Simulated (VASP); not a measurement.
Wanted: the native input for a VASP 6.6.1 run.

* Task: relaxation of cell and atoms
* Functional: LDA
* Potentials or basis: VASP PAW LDA potentials, release 64 (Al)
* Cutoff: 600 eV
* k mesh: 19 × 19 × 19
* Occupations: fermi-dirac, width 0.15 eV
* Spin: no spin polarisation
* Dipole correction: no
* Further INCAR settings: ALGO = Normal; EDIFF = 1e-07; IBRION = 2; EDIFFG = -0.01; NSW = 80; ISIF = 3

The structure of Al lies in POSCAR:

```
Al
1.0
   -1.5912200000      1.5912200000      1.5912200000
    1.5912200000     -1.5912200000      1.5912200000
    1.5912200000      1.5912200000     -1.5912200000
Al
1
Direct
    0.0000000000      0.0000000000      0.0000000000
```

These files were run (other wordings do the same):

INCAR

```
ALGO = Normal
EDIFF = 1E-7
EDIFFG = -0.01
ENCUT = 600
GGA = CA
IBRION = 2
ISIF = 3
ISMEAR = -1
LASPH = T
LCHARG = F
LREAL = F
LWAVE = F
NELM = 80
NSW = 80
PREC = Accurate
SIGMA = 0.15
```

KPOINTS

```
k-points
0
Gamma
  19 19 19
```

Potentials or basis: VASP PAW LDA potentials, release 64 (Al).

Command:

```sh
$ cat potpaw_LDA.64/Al/POTCAR > POTCAR
$ mpirun -np 1 vasp_std > vasp.out
```

It gave:

```
Relaxed volume                         : 16.25 Å³/atom
Relaxed cell                           : a = 2.764 Å, b = 2.764 Å, c = 2.764 Å, α = 109.47°, β = 109.47°, γ = 109.47°
Space group after relaxing (to 0.05 Å) : Im-3m (No. 229)
Energy gained by relaxing              : 0.2 meV/atom
Ionic steps                            : 2
Pressure after relaxing                : -0.1 GPa
```

Wall time 12 s on 1 thread of Intel(R) Xeon(R) Platinum 8488C (Sapphire Rapids), on a shared host, peak memory 0.13 GiB.
